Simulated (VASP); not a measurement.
# LiCl (Fm-3m) in VASP: notebook

LiCl is run at these levels: PBEsol; tasks: single point, relaxation of cell and atoms.

Everything below comes from runs of VASP 6.6.1. Logs are shortened: lines on timing, memory, paths and dates and some standing lists are left out, and cuts for length are marked.

## Step 1: The cell of the first run

Symmetry: Fm-3m, No. 225, cubic system. The conventional cell has a = 5.064 Å, b = 5.064 Å, c = 5.064 Å, α = 90.00°, β = 90.00°, γ = 90.00°. Li (site symmetry m-3m) has 6 Cl at 2.53 Å within 3.3 Å. Cl (site symmetry m-3m) has 6 Li at 2.53 Å within 3.3 Å.

## Step 2: Single point, PBEsol

Input file INCAR:

```
PREC     = Accurate       # precision mode
ENCUT    = 520            # plane-wave cutoff, eV
EDIFF    = 1E-6           # SCF threshold, eV
ISMEAR   = 0              # smearing method
SIGMA    = 0.01           # smearing width, eV
LREAL    = False          # projectors in reciprocal space
LASPH    = True           # aspherical terms in the spheres
NELM     = 80             # most SCF steps
ALGO     = Normal         # electronic algorithm
ISIF     = 2              # what is computed and relaxed
LWAVE    = False          # write WAVECAR
LCHARG   = False          # write CHGCAR
GGA      = PS             # functional
NBANDS   = 12             # bands
```

Input file KPOINTS:

```
Automatic mesh
0
Gamma
  8 8 8
```

Input file POSCAR:

```
LiCl
1.0
    0.0000000000      2.5321530046      2.5321530046
    2.5321530046      0.0000000000      2.5321530046
    2.5321530046      2.5321530046      0.0000000000
Li Cl
1 1
Direct
    0.0000000000      0.0000000000      0.0000000000
    0.5000000000      0.5000000000      0.5000000000
```

Potentials or basis: VASP PAW PBE potentials, release 64 (Li_sv, Cl).

Run with:

```sh
> cat potpaw_PBE.64/Li_sv/POTCAR potpaw_PBE.64/Cl/POTCAR > POTCAR
> mpirun -np 1 vasp_std > vasp.out
```

OUTCAR:

```text
PREC = Accurate
   ENCUT = 520
   EDIFF = 1E-6
   ISMEAR = 0
   LREAL = False
   LASPH = True
   NELM = 80
   ISIF = 2
   GGA = PS

 ion  position               nearest neighbor table
   1  0.000  0.000  0.000-   2 2.53   2 2.53   2 2.53   2 2.53   2 2.53   2 2.53
   2  0.500  0.500  0.500-   1 2.53   1 2.53   1 2.53   1 2.53   1 2.53   1 2.53

  LATTYP: Found a face centered cubic cell.
 ALAT       =     5.0643060092

  Lattice vectors:

 A1 = (   0.0000000000,   2.5321530046,   2.5321530046)
 A2 = (   2.5321530046,   0.0000000000,   2.5321530046)
 A3 = (   2.5321530046,   2.5321530046,   0.0000000000)

Analysis of symmetry for initial positions (statically):
=====================================================================
 Subroutine PRICEL returns:
 Original cell was already a primitive cell.

 Routine SETGRP: Setting up the symmetry group for a
 face centered cubic supercell.

 Subroutine GETGRP returns: Found 48 space group operations
 (whereof 48 operations were pure point group operations)
 out of a pool of 48 trial point group operations.

The static configuration has the point symmetry O_h .

Analysis of symmetry for dynamics (positions and initial velocities):
=====================================================================
 Subroutine PRICEL returns:
 Original cell was already a primitive cell.

 Routine SETGRP: Setting up the symmetry group for a
 face centered cubic supercell.

 Subroutine GETGRP returns: Found 48 space group operations
 (whereof 48 operations were pure point group operations)
 out of a pool of 48 trial point group operations.

The dynamic configuration has the point symmetry O_h .

 Subroutine INISYM returns: Found 48 space group operations
 (whereof 48 operations are pure point group operations),
 and found     1 'primitive' translations

----------------------------------------------------------------------------------------

                                     Primitive cell

  volume of cell :      32.4713

  direct lattice vectors                    reciprocal lattice vectors
     0.000000000  2.532153005  2.532153005    -0.197460422  0.197460422  0.197460422
     2.532153005  0.000000000  2.532153005     0.197460422 -0.197460422  0.197460422
     2.532153005  2.532153005  0.000000000     0.197460422  0.197460422 -0.197460422

  length of vectors
     3.581005121  3.581005121  3.581005121     0.342011483  0.342011483  0.342011483

  position of ions in fractional coordinates (direct lattice)
     0.000000000  0.000000000  0.000000000
     0.500000000  0.500000000  0.500000000
[... 88 lines left out ...]
   NELECT =      10.0000    total number of electrons
   NUPDOWN=      -1.0000    fix difference up-down
   EMIN   =  10.00;   EMAX   =-10.00  energy-range for DOS
   EFERMI =   0.00;   METHOD = LEGACY
   ISMEAR =     0;   SIGMA  =   0.01  broadening in eV -4-tet -1-fermi 0-gaus
   EFERMI_NEDOS =   21; number of points for ismear=-14 and -15
   IALGO  =     38    algorithm
   IMIX   =      4    mixing-type and parameters
     AMIX     =   0.40;   BMIX     =  1.00
     AMIX_MAG =   1.60;   BMIX_MAG =  1.00
  volume/ion in A,a.u.               =      16.24       109.56
  Fermi-wavevector in a.u.,A,eV,Ry     =   1.105541  2.089170 16.629328  1.222221
  Thomas-Fermi vector in A             =   2.242030
   LORBIT       =      0    0 simple, 1 ext, 2 COOP (PROOUT), +10 PAW based schemes
   GGA     = PS    functional components
   LHFCALC =     F    Hartree Fock is set to
   AEXX    =    0.0000 exact exchange contribution
   IVDW    =     0    specifies the selected vdW correction
   LEPSILON=     F    determine dielectric tensor
   LRPA    =     F    only Hartree local field effects (RPA)
 non-spin polarized calculation
 Gauss-broadening in eV      SIGMA  =   0.01
  energy-cutoff  :      520.00
  volume of cell :       32.47
 maximum number of plane-waves:       893
   NGX = 13   NGY = 13   NGZ = 13

 number of electron      10.0000000 magnetization

 number of electron       9.9999997 magnetization

 Free energy of the ion-electron system (eV)
  ---------------------------------------------------
  ext. energy  EPLUGINS =         0.00000000
  ---------------------------------------------------
  free energy    TOTEN  =        -7.63913807 eV

  energy without entropy =       -7.63913807  energy(sigma->0) =       -7.63913807

 E-fermi :   0.9584     XC(G=0):  -9.0785

 val. band max:        0.8300088820   @ k =   0.0000   0.0000   0.0000
 cond. band min:       7.1896763291   @ k =   0.0000   0.0000   0.0000
 fundamental gap:      6.3596674471
 Fermi energy:         0.9583751211

 k-point     1 :       0.0000    0.0000    0.0000
  band No.  band energies     occupation
      1     -41.9228      2.00000
      2     -12.7032      2.00000
      3       0.8300      2.00000
      4       0.8300      2.00000
      5       0.8300      2.00000
      6       7.1897      0.00000
      7      12.6722      0.00000
      8      12.6722      0.00000
      9      12.6722      0.00000
     10      15.4681      0.00000
     11      15.4681      0.00000
     12      15.5197      0.00000
[... 331 lines left out ...]
 k-point    24 :      -0.3750    0.2500    0.1250
  band No.  band energies     occupation
      1     -41.9184      2.00000
      2     -11.9386      2.00000
      3      -1.9215      2.00000
      4      -0.5989      2.00000
      5       0.1977      2.00000
      6       8.9515      0.00000
      7      10.1040      0.00000
      8      11.3636      0.00000
      9      12.6953      0.00000
     10      16.4313      0.00000
     11      17.1198      0.00000
     12      19.2345      0.00000

 [... further k-points ...]

------------------------ aborting loop because EDIFF is reached ----------------------------------------

  FORCE on cell =-STRESS in cart. coord.  units (eV):
  Direction    XX          YY          ZZ          XY          YZ          ZX
  --------------------------------------------------------------------------------------
  -------------------------------------------------------------------------------------
  Total       -0.0149278     -0.0149278     -0.0149278     -0.0000000      0.0000000      0.0000000
  in kB       -0.7365565     -0.7365565     -0.7365565     -0.0000000      0.0000000      0.0000000
  external PRESSURE =      -0.7365565 kB  Pullay stress =       0.0000000 kB

 VOLUME and BASIS-vectors are now :
 -----------------------------------------------------------------------------
  energy-cutoff  :      520.00
  volume of cell :       32.47
      direct lattice vectors                 reciprocal lattice vectors
     0.000000000  2.532153005  2.532153005    -0.197460422  0.197460422  0.197460422
     2.532153005  0.000000000  2.532153005     0.197460422 -0.197460422  0.197460422
     2.532153005  2.532153005  0.000000000     0.197460422  0.197460422 -0.197460422

 POSITION                                       TOTAL-FORCE (eV/Angst)
 -----------------------------------------------------------------------------------
      0.00000      0.00000      0.00000        -0.000000      0.000000      0.000000
      2.53215      2.53215      2.53215         0.000000      0.000000     -0.000000
 -----------------------------------------------------------------------------------
    total drift:                                0.000000      0.000000      0.000000

  FREE ENERGIE OF THE ION-ELECTRON SYSTEM (eV)
  ---------------------------------------------------
  free  energy   TOTEN  =        -7.6391380719 eV

  energy  without entropy=       -7.6391380719  energy(sigma->0) =       -7.63913807
```

OSZICAR:

```text
N       E                     dE             d eps       ncg     rms          rms(c)
DAV:   1     0.385383868978E+02    0.38538E+02   -0.41514E+03   696   0.770E+02
DAV:   2    -0.545354991426E+01   -0.43992E+02   -0.41752E+02   868   0.144E+02
DAV:   3    -0.762879639779E+01   -0.21752E+01   -0.21679E+01   912   0.329E+01
DAV:   4    -0.769056737784E+01   -0.61771E-01   -0.61732E-01   944   0.540E+00
DAV:   5    -0.769138388089E+01   -0.81650E-03   -0.81647E-03   924   0.555E-01    0.234E+00
DAV:   6    -0.763859221718E+01    0.52792E-01   -0.10124E-01   884   0.149E+00    0.158E+00
DAV:   7    -0.763737062769E+01    0.12216E-02   -0.32783E-02  1076   0.967E-01    0.756E-01
DAV:   8    -0.763912480602E+01   -0.17542E-02   -0.32425E-03   868   0.401E-01    0.105E-01
DAV:   9    -0.763911388693E+01    0.10919E-04   -0.13021E-04   876   0.794E-02    0.348E-02
DAV:  10    -0.763913733587E+01   -0.23449E-04   -0.41028E-05   828   0.449E-02    0.259E-02
DAV:  11    -0.763913807188E+01   -0.73601E-06   -0.50265E-06   856   0.144E-02
   1 F= -.76391381E+01 E0= -.76391381E+01  d E =-.904911E-76
```

stdout:

```text
POSCAR found type information on POSCAR LiCl
 POSCAR found :  2 types and       2 ions
 scaLAPACK will be used
 -----------------------------------------------------------------------------
|                                                                             |
|                                                                             |
|     You enforced a specific xc type in the INCAR file but a different       |
|     I HOPE YOU KNOW WHAT YOU ARE DOING!                                     |
|                                                                             |
 -----------------------------------------------------------------------------

 LDA part: xc-table for (Slater+PW92), standard interpolation
 POSCAR, INCAR and KPOINTS ok, starting setup
 FFT: planning ... GRIDC
 FFT: planning ... GRID_SOFT
 FFT: planning ... GRID
 WAVECAR not read
 entering main loop
```

Wall time 12 s (1 thread of Intel Xeon 8259CL, shared host); peak memory 0.15 GiB.

What came out:

| Quantity | Value |
| --- | --- |
| Free energy | -7.6391 eV |
| Band gap on the k mesh | 6.36 eV |

Caveat: the cutoff is under 1.25 times the usual one of these potentials, so pressure, stress and relaxed cells hold a basis-set (Pulay) error; the PAW data sets were made with another functional, which shifts forces and pressure a little.

## Step 3: Relaxation of cell and atoms, PBEsol

Input file INCAR:

```
  PREC = Accurate
  ENCUT = 600
  EDIFF = 1E-6
  ISMEAR = 0
  SIGMA = 0.01
  LREAL = F
  LASPH = T
  NELM = 100
  ALGO = Normal
  ISIF = 3
  LWAVE = F
  LCHARG = F
  GGA = PS
  IBRION = 2
  NSW = 80
  EDIFFG = -0.001
```

KPOINTS is that of step 2.

Input file POSCAR:

```
LiCl
1.0
    0.0000000000      2.5314105596      2.5314105596
    2.5314105596      0.0000000000      2.5314105596
    2.5314105596      2.5314105596      0.0000000000
Li Cl
1 1
Direct
    0.0000000000      0.0000000000      0.0000000000
    0.5000000000      0.5000000000      0.5000000000
```

Potentials or basis: VASP PAW PBE potentials, release 64 (Li_sv, Cl).

Run with:

```sh
> cat potpaw_PBE.64/Li_sv/POTCAR potpaw_PBE.64/Cl/POTCAR > POTCAR
> mpirun -np 1 vasp_std > vasp.out
```

OUTCAR:

```text
PREC = Accurate
   ENCUT = 600
   EDIFF = 1E-6
   ISMEAR = 0
   LREAL = F
   LASPH = T
   NELM = 100
   ISIF = 3
   GGA = PS
   IBRION = 2
   NSW = 80
   EDIFFG = -0.001

 ion  position               nearest neighbor table
   1  0.000  0.000  0.000-   2 2.53   2 2.53   2 2.53   2 2.53   2 2.53   2 2.53
   2  0.500  0.500  0.500-   1 2.53   1 2.53   1 2.53   1 2.53   1 2.53   1 2.53

  LATTYP: Found a face centered cubic cell.
 ALAT       =     5.0628211192

  Lattice vectors:

 A1 = (   0.0000000000,   2.5314105596,   2.5314105596)
 A2 = (   2.5314105596,   0.0000000000,   2.5314105596)
 A3 = (   2.5314105596,   2.5314105596,   0.0000000000)

Analysis of symmetry for initial positions (statically):
=====================================================================
 Subroutine PRICEL returns:
[... 337 lines left out ...]
  band No.  band energies     occupation
      1     -41.9038      2.00000
      2     -12.6961      2.00000
      3       0.8439      2.00000
      4       0.8439      2.00000
      5       0.8439      2.00000
      6       7.2138      0.00000
      7      12.6875      0.00000
      8      12.6875      0.00000
      9      12.6875      0.00000
[... 265 lines left out ...]
 k-point    24 :      -0.3750    0.2500    0.1250
  band No.  band energies     occupation
      1     -41.8996      2.00000
      2     -11.9282      2.00000
      3      -1.9152      2.00000
      4      -0.5894      2.00000
      5       0.2096      2.00000
      6       8.9695      0.00000
      7      10.1193      0.00000
      8      11.3814      0.00000
      9      12.7203      0.00000

 [... further k-points ...]

------------------------ aborting loop because EDIFF is reached ----------------------------------------

  FORCE on cell =-STRESS in cart. coord.  units (eV):
  Direction    XX          YY          ZZ          XY          YZ          ZX
  --------------------------------------------------------------------------------------
  -------------------------------------------------------------------------------------
  Total        0.0001801      0.0001801      0.0001801      0.0000000      0.0000000     -0.0000000
  in kB        0.0089033      0.0089033      0.0089033      0.0000000      0.0000000     -0.0000000
  external PRESSURE =       0.0089033 kB  Pullay stress =       0.0000000 kB
[... 17 lines left out ...]
  FREE ENERGIE OF THE ION-ELECTRON SYSTEM (eV)
  ---------------------------------------------------
  free  energy   TOTEN  =        -7.6394571422 eV

  energy  without entropy=       -7.6394571422  energy(sigma->0) =       -7.63945714

 reached required accuracy - stopping structural energy minimisation
```

OSZICAR:

```text
N       E                     dE             d eps       ncg     rms          rms(c)
DAV:   1     0.443261072309E+02    0.44326E+02   -0.45835E+03   522   0.112E+03
DAV:   2    -0.585321251165E+01   -0.50179E+02   -0.48433E+02   748   0.167E+02
DAV:   3    -0.765462729434E+01   -0.18014E+01   -0.18002E+01   620   0.381E+01
DAV:   4    -0.769173937613E+01   -0.37112E-01   -0.37087E-01   858   0.545E+00
[... 27 lines left out ...]
       N       E                     dE             d eps       ncg     rms          rms(c)
DAV:   1    -0.763946747341E+01   -0.10108E-04   -0.20563E-04   522   0.108E-01    0.209E-02
DAV:   2    -0.763945876394E+01    0.87095E-05   -0.24438E-05   639   0.348E-02    0.731E-03
DAV:   3    -0.763945761250E+01    0.11514E-05   -0.47078E-06   522   0.142E-02    0.464E-03
DAV:   4    -0.763945714218E+01    0.47032E-06   -0.86859E-08   261   0.289E-03
   5 F= -.76394571E+01 E0= -.76394571E+01  d E =-.390982E-05
```

It took 36 s on 1 thread of Intel Xeon 8259CL, shared host; peak memory 0.16 GiB.

What came out:

```
Free energy                           : -7.6395 eV
Relaxed volume                        : 16.21 Å³/atom
Relaxed cell                          : a = 3.579 Å, b = 3.579 Å, c = 3.579 Å, α = 60.00°, β = 60.00°, γ = 60.00°
Space group after relaxing (to 0.1 Å) : Fm-3m (No. 225)
Energy gained by relaxing             : 0.0 meV/atom
Ionic steps                           : 5
Pressure after relaxing               : 0.0 GPa
Band gap on the k mesh                : 6.37 eV
```

Final structure:
```cif
data_structure
_symmetry_space_group_name_H-M 'P 1'
_symmetry_Int_Tables_number 1
_cell_length_a 3.5788
_cell_length_b 3.5788
_cell_length_c 3.5788
_cell_angle_alpha 60.000
_cell_angle_beta 60.000
_cell_angle_gamma 60.000
_cell_volume 32.41
loop_
_atom_site_label
_atom_site_type_symbol
_atom_site_fract_x
_atom_site_fract_y
_atom_site_fract_z
_atom_site_occupancy
Li1 Li 0.00000 0.00000 0.00000 1
Cl1 Cl 0.50000 0.50000 0.50000 1
```

Levels at points of the mesh, in eV from the valence-band top:
| k point | band 1 | band 2 | band 3 | band 4 | band 5 | band 6 | band 7 | band 8 | band 9 |
| --- | --- | --- | --- | --- | --- | --- | --- | --- | --- |
| (0.00, 0.00, 0.00) | -42.75 | -13.54 | 0.00 | 0.00 | 0.00 | 6.37 | 11.84 | 11.84 | 11.84 |
| (0.50, 0.00, 0.00) | -42.74 | -12.90 | -3.04 | -0.28 | -0.28 | 6.60 | 9.41 | 9.41 | 13.24 |
| (0.50, 0.50, 0.00) | -42.74 | -12.62 | -3.15 | -1.20 | -1.20 | 7.86 | 8.03 | 12.62 | 14.30 |

Caveat: the cutoff is under 1.25 times the usual one of these potentials, so pressure, stress and relaxed cells hold a basis-set (Pulay) error; the PAW data sets were made with another functional, which shifts forces and pressure a little.
